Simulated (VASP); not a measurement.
Input of a VASP 6.6.1 run:

POSCAR

```
Sn
1.0
   -2.9482820713      2.9504023647      1.5888172584
    2.9504023647     -2.9482820713      1.5888172584
    2.9460530987      2.9460530987     -1.5849306448
Sn
2
Direct
    0.0000251473      0.9999748527      0.0000000000
    0.7499748527      0.2500251473      0.5000000000
```

INCAR.step1

```
SYSTEM = Sn
PREC     = Accurate       ! precision mode
ENCUT    = 520            ! plane-wave cutoff, eV
ISMEAR   = 1              ! smearing method
SIGMA    = 0.01           ! smearing width, eV
LREAL    = .FALSE.        ! projectors in reciprocal space
LASPH    = .TRUE.         ! aspherical terms in the spheres
NELM     = 60             ! most SCF steps
NBANDS   = 21             ! bands
GGA      = PE             ! functional
ALGO     = Normal         ! electronic algorithm
EDIFF    = 1E-4           ! SCF threshold, eV
LWAVE    = .TRUE.         ! write WAVECAR
LCHARG   = .FALSE.        ! write CHGCAR
```

File INCAR.step2:

```
SYSTEM = Sn
PREC     = Accurate       ! precision mode
ENCUT    = 520            ! plane-wave cutoff, eV
EDIFF    = 1E-6           ! SCF threshold, eV
ISMEAR   = 1              ! smearing method
SIGMA    = 0.01           ! smearing width, eV
LREAL    = .FALSE.        ! projectors in reciprocal space
LASPH    = .TRUE.         ! aspherical terms in the spheres
NELM     = 60             ! most SCF steps
ALGO     = Normal         ! electronic algorithm
ISIF     = 2              ! what is computed and relaxed
LWAVE    = .FALSE.        ! write WAVECAR
LCHARG   = .FALSE.        ! write CHGCAR
METAGGA  = R2SCAN         ! meta-GGA
LMIXTAU  = .TRUE.       
NBANDS   = 21             ! bands
ISTART   = 1
```

KPOINTS

```
regular mesh
0
G
  11 11 8
  0 0 0
```

Potentials or basis: VASP PAW PBE potentials, release 64 (Sn_d).

Command:

```sh
$ cat potpaw_PBE.64/Sn_d/POTCAR > POTCAR
$ cp INCAR.step1 INCAR
$ mpirun -np 1 vasp_std > vasp.out
$ cp INCAR.step2 INCAR
$ mpirun -np 1 vasp_std > vasp.out
```

(1) What does it give for the pressure?

(2) Estimate the band gap on the k mesh.

Answers

(1) 0.0 GPa.

(2) zero (band 14 reaches 9.18 eV, above the bottom of band 15 at 5.32 eV).

Caveat: the PAW data sets were made with another functional, which shifts forces and pressure a little; spin-orbit coupling is left out, which moves the levels of the heavy elements.
